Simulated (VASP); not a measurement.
# Ga (Cmce) in VASP: notebook

The runs below take Ga through electric field gradients, with PBE.

Everything below comes from runs of VASP 6.6.1. Logs are shortened: lines on timing, memory, paths and dates and some standing lists are left out, and cuts for length are marked.

### 1 The cell of the first run

Symmetry: Cmce, No. 64, orthorhombic system. The conventional cell has a = 4.419 Å, b = 7.489 Å, c = 4.424 Å, α = 90.00°, β = 90.00°, γ = 90.00°. Ga (site symmetry m) has 7 Ga at 2.39 to 2.74 Å within 3.2 Å.

### 2 Electric field gradients, PBE (18.30 Å³/atom)

The input, INCAR:

```
  PREC = Accurate
  ENCUT = 520
  EDIFF = 1E-8
  ISMEAR = -1
  SIGMA = 0.05
  LREAL = False
  LASPH = True
  NELM = 100
  ALGO = Normal
  ISIF = 2
  LWAVE = False
  LCHARG = False
  GGA = PE
  LEFG = True
  NBANDS = 34
```

The input, KPOINTS:

```
regular mesh
0
Gamma
  9 9 8
```

The input, POSCAR:

```
Ga
1.0
    2.2093095303     -3.7443699420      0.0000000000
    2.2093095303      3.7443699420      0.0000000000
    0.0000000000      0.0000000000      4.4244965772
Ga
4
Direct
    0.1525000000      0.8475000000      0.0785000000
    0.6525000000      0.3475000000      0.4215000000
    0.8475000000      0.1525000000      0.9215000000
    0.3475000000      0.6525000000      0.5785000000
```

Potentials or basis: VASP PAW PBE potentials, release 64 (Ga_d).

Launch:

```console
cat potpaw_PBE.64/Ga_d/POTCAR > POTCAR
mpirun -np 1 vasp_std > vasp.out
```

OUTCAR:

```text
PREC = Accurate
   ENCUT = 520
   EDIFF = 1E-8
   ISMEAR = -1
   LREAL = False
   LASPH = True
   NELM = 100
   ISIF = 2
   GGA = PE

 ion  position               nearest neighbor table
   1  0.153  0.847  0.078-   3 2.39   4 2.65   4 2.65   2 2.68   2 2.68   3 2.74   3 2.74
   2  0.653  0.347  0.422-   4 2.39   3 2.65   3 2.65   1 2.68   1 2.68   4 2.74   4 2.74
   3  0.847  0.153  0.922-   1 2.39   2 2.65   2 2.65   4 2.68   4 2.68   1 2.74   1 2.74
   4  0.347  0.653  0.578-   2 2.39   1 2.65   1 2.65   3 2.68   3 2.68   2 2.74   2 2.74

  LATTYP: Found a base centered orthorhombic cell.
 ALAT       =     4.4186190606
 B/A-ratio  =     1.6948145521
 C/A-ratio  =     1.0013301705

  Lattice vectors:

 A1 = (   2.2093095303,  -3.7443699420,   0.0000000000)
 A2 = (   2.2093095303,   3.7443699420,   0.0000000000)
 A3 = (   0.0000000000,   0.0000000000,   4.4244965772)

Analysis of symmetry for initial positions (statically):
=====================================================================
 Subroutine PRICEL returns:
 Original cell was already a primitive cell.

 Routine SETGRP: Setting up the symmetry group for a
 base centered orthorhombic supercell.

 Subroutine GETGRP returns: Found  8 space group operations
 (whereof  4 operations were pure point group operations)
 out of a pool of  8 trial point group operations.

The static configuration has the point symmetry C_2h.
 The point group associated with its full space group is D_2h.

Analysis of symmetry for dynamics (positions and initial velocities):
=====================================================================
 Subroutine PRICEL returns:
 Original cell was already a primitive cell.

 Routine SETGRP: Setting up the symmetry group for a
 base centered orthorhombic supercell.

 Subroutine GETGRP returns: Found  8 space group operations
 (whereof  4 operations were pure point group operations)
 out of a pool of  8 trial point group operations.

The dynamic configuration has the point symmetry C_2h.
 The point group associated with its full space group is D_2h.

 Subroutine INISYM returns: Found  8 space group operations
 (whereof  4 operations are pure point group operations),
 and found     1 'primitive' translations

----------------------------------------------------------------------------------------

                                     Primitive cell

  volume of cell :      73.2030

  direct lattice vectors                    reciprocal lattice vectors
     2.209309530 -3.744369942  0.000000000     0.226315051 -0.133533814  0.000000000
     2.209309530  3.744369942  0.000000000     0.226315051  0.133533814  0.000000000
     0.000000000  0.000000000  4.424496577     0.000000000  0.000000000  0.226014414

  length of vectors
     4.347568845  4.347568845  4.424496577     0.262773252  0.262773252  0.226014414

  position of ions in fractional coordinates (direct lattice)
     0.152500000  0.847500000  0.078500000
     0.652500000  0.347500000  0.421500000
     0.847500000  0.152500000  0.921500000
     0.347500000  0.652500000  0.578500000

  ion indices of the primitive-cell ions
   primitive index   ion index
                 1           1
                 2           2
                 3           3
                 4           4

----------------------------------------------------------------------------------------

 KPOINTS: regular mesh

Automatic generation of k-mesh.
 Grid dimensions read from file:
 generate k-points for:    9    9    8

 Generating k-lattice:

  Cartesian coordinates                     Fractional coordinates (reciprocal lattice)
     0.025146117 -0.014837090  0.000000000     0.111111111 -0.000000000  0.000000000
     0.025146117  0.014837090  0.000000000    -0.000000000  0.111111111  0.000000000
     0.000000000  0.000000000  0.028251802     0.000000000  0.000000000  0.125000000

  Length of vectors
     0.029197028  0.029197028  0.028251802
[... 41 lines left out ...]
   ions per type =               4
   NGX,Y,Z   is equivalent  to a cutoff of  12.24, 12.24, 13.53 a.u.
   NGXF,Y,Z  is equivalent  to a cutoff of  24.47, 24.47, 27.05 a.u.
 SYSTEM =  unknown system
   PREC   = accura    normal or accurate (medium, high low for compatibility)
   ISTART =      0    job   : 0-new  1-cont  2-samecut
   ICHARG =      2    charge: 1-file 2-atom 10-const
   ISPIN  =      1    spin polarized calculation?
   LNONCOLLINEAR =      F non collinear calculations
   LSORBIT =      F    spin-orbit coupling
   LASPH  =      T    aspherical Exc in radial PAW
   ENCUT  =  520.0 eV  38.22 Ry    6.18 a.u.   8.08  8.08  8.23*2*pi/ulx,y,z
   NELM   =    100;   NELMIN=  2; NELMDL= -5     # of ELM steps
   EDIFF  = 0.1E-07   stopping-criterion for ELM
   LREAL  =      F    real-space projection
   EDIFFG = 0.1E-06   stopping-criterion for IOM
   NSW    =      0    number of steps for IOM
   IBRION =     -1    ionic relax: 0-MD 1-quasi-New 2-CG
   NFREE  =      0    steps in history (QN), initial steepest desc. (CG)
   ISIF   =      2    stress and relaxation
   ISYM   =      2    0-nonsym 1-usesym 2-fastsym
   POTIM  = 0.5000    time-step for ionic-motion
   TEBEG  =    0.0;   TEEND  =   0.0 temperature during run
   PSTRESS=    0.0 pullay stress
   NELECT =      52.0000    total number of electrons
   NUPDOWN=      -1.0000    fix difference up-down
   EMIN   =  10.00;   EMAX   =-10.00  energy-range for DOS
   EFERMI =   0.00;   METHOD = LEGACY
   ISMEAR =    -1;   SIGMA  =   0.05  broadening in eV -4-tet -1-fermi 0-gaus
   EFERMI_NEDOS =   21; number of points for ismear=-14 and -15
   IALGO  =     38    algorithm
   IMIX   =      4    mixing-type and parameters
     AMIX     =   0.40;   BMIX     =  1.00
     AMIX_MAG =   1.60;   BMIX_MAG =  1.00
  volume/ion in A,a.u.               =      18.30       123.50
  Fermi-wavevector in a.u.,A,eV,Ry     =   1.460717  2.760356 29.030690  2.133695
  Thomas-Fermi vector in A             =   2.577134
   LORBIT       =      0    0 simple, 1 ext, 2 COOP (PROOUT), +10 PAW based schemes
   GGA     = PE    functional components
   LHFCALC =     F    Hartree Fock is set to
   AEXX    =    0.0000 exact exchange contribution
   IVDW    =     0    specifies the selected vdW correction
   LEPSILON=     F    determine dielectric tensor
   LRPA    =     F    only Hartree local field effects (RPA)
 non-spin polarized calculation
  energy-cutoff  :      520.00
  volume of cell :       73.20
 maximum number of plane-waves:      2000
   NGX = 17   NGY = 17   NGZ = 17

 number of electron      52.0000028 magnetization

 Free energy of the ion-electron system (eV)
  ---------------------------------------------------
  ext. energy  EPLUGINS =         0.00000000
  ---------------------------------------------------
  free energy    TOTEN  =       -11.44233490 eV

  energy without entropy =      -11.43507860  energy(sigma->0) =      -11.43870675

 E-fermi :   5.6576     XC(G=0): -10.9925

 val. band max:        5.6529678721   @ k =  -0.4444   0.3333   0.1250
 cond. band min:       5.6646631875   @ k =  -0.4444   0.2222   0.0000
 fundamental gap:      0.0116953154
 Fermi energy:         5.6575812661

 k-point     1 :       0.0000    0.0000    0.0000
  band No.  band energies     occupation
      1      -9.6175      2.00000
      2      -9.6075      2.00000
      3      -9.6042      2.00000
      4      -9.5738      2.00000
      5      -9.5137      2.00000
      6      -9.4814      2.00000
[... 877 lines left out ...]
     33      12.6308      0.00000
     34      13.8559      0.00000

 [... further k-points ...]

------------------------ aborting loop because EDIFF is reached ----------------------------------------

  FORCE on cell =-STRESS in cart. coord.  units (eV):
  Direction    XX          YY          ZZ          XY          YZ          ZX
  --------------------------------------------------------------------------------------
  -------------------------------------------------------------------------------------
  Total        2.5210028      4.2167206      2.6392050      0.0000000      0.0000000      0.0000000
  in kB       55.1765737     92.2903366     57.7636372      0.0000000      0.0000000      0.0000000
  external PRESSURE =      68.4101825 kB  Pullay stress =       0.0000000 kB

 VOLUME and BASIS-vectors are now :
 -----------------------------------------------------------------------------
  energy-cutoff  :      520.00
  volume of cell :       73.20
      direct lattice vectors                 reciprocal lattice vectors
     2.209309530 -3.744369942  0.000000000     0.226315051 -0.133533814  0.000000000
     2.209309530  3.744369942  0.000000000     0.226315051  0.133533814  0.000000000
     0.000000000  0.000000000  4.424496577     0.000000000  0.000000000  0.226014414

 POSITION                                       TOTAL-FORCE (eV/Angst)
 -----------------------------------------------------------------------------------
      2.20931      2.60234      0.34732         0.000000     -0.458530      0.139541
      2.20931     -1.14203      1.86493         0.000000     -0.458530     -0.139541
      2.20931     -2.60234      4.07717         0.000000      0.458530     -0.139541
      2.20931      1.14203      2.55957         0.000000      0.458530      0.139541
 -----------------------------------------------------------------------------------
    total drift:                               -0.000000     -0.000000     -0.000000

  FREE ENERGIE OF THE ION-ELECTRON SYSTEM (eV)
  ---------------------------------------------------
  free  energy   TOTEN  =       -11.4423348963 eV

  energy  without entropy=      -11.4350786009  energy(sigma->0) =      -11.43870675

 Electric field gradients (V/A^2)
---------------------------------------------------------------------
 ion       V_xx      V_yy      V_zz      V_xy      V_xz      V_yz
---------------------------------------------------------------------
   1      32.081   -44.856    12.775    -0.000     0.000    27.448
   2      32.081   -44.856    12.775    -0.000    -0.000   -27.448
   3      32.081   -44.856    12.775     0.000     0.000    27.448
   4      32.081   -44.856    12.775     0.000    -0.000   -27.448
---------------------------------------------------------------------

 Electric field gradients after diagonalization (V/A^2)
 (convention: |V_zz| > |V_xx| > |V_yy|)
----------------------------------------------------------------------
 ion       V_xx      V_yy      V_zz     asymmetry (V_yy - V_xx)/ V_zz
----------------------------------------------------------------------
   1      32.081    23.755   -55.836       0.149
   2      32.081    23.755   -55.836       0.149
   3      32.081    23.755   -55.836       0.149
   4      32.081    23.755   -55.836       0.149
----------------------------------------------------------------------

           NMR quadrupolar parameters

 Cq : quadrupolar parameter    Cq=e*Q*V_zz/h
 eta: asymmetry parameters     (V_yy - V_xx)/ V_zz
 Q  : nuclear electric quadrupole moment in mb (millibarn)
----------------------------------------------------------------------
 ion       Cq(MHz)       eta       Q (mb)
----------------------------------------------------------------------
   1      -0.135       0.149       1.000
   2      -0.135       0.149       1.000
   3      -0.135       0.149       1.000
   4      -0.135       0.149       1.000
----------------------------------------------------------------------
```

Run time: 7.5 min. Hardware: 1 thread of Intel Xeon 8259CL, shared host; peak memory 0.33 GiB.

What came out:

- Free energy: -11.4423 eV
- Pressure: 6.8 GPa
- Largest force: 0.479 eV/Å
- Band gap on the k mesh: zero (bands 26 and 27 overlap by 1.28 eV)
- Largest electric field gradient by atom: Ga -55.8 V/Å²

Forces on the atoms (eV/Å):
```
Ga   0.000 -0.459  0.140
Ga   0.000 -0.459 -0.140
Ga   0.000  0.459 -0.140
Ga   0.000  0.459  0.140
```

Electric field gradients, principal values (V/Å²):
| atom | least | middle | greatest (by size) |
| --- | --- | --- | --- |
| 1 Ga | 23.755 | 32.081 | -55.836 |
| 2 Ga | 23.755 | 32.081 | -55.836 |
| 3 Ga | 23.755 | 32.081 | -55.836 |
| 4 Ga | 23.755 | 32.081 | -55.836 |

Caveat: the cell stands under pressure; without QUAD_EFG the Cq values of the log hold for a quadrupole moment of 1 mb, not for the nuclei.

[end of part 1 of 2]
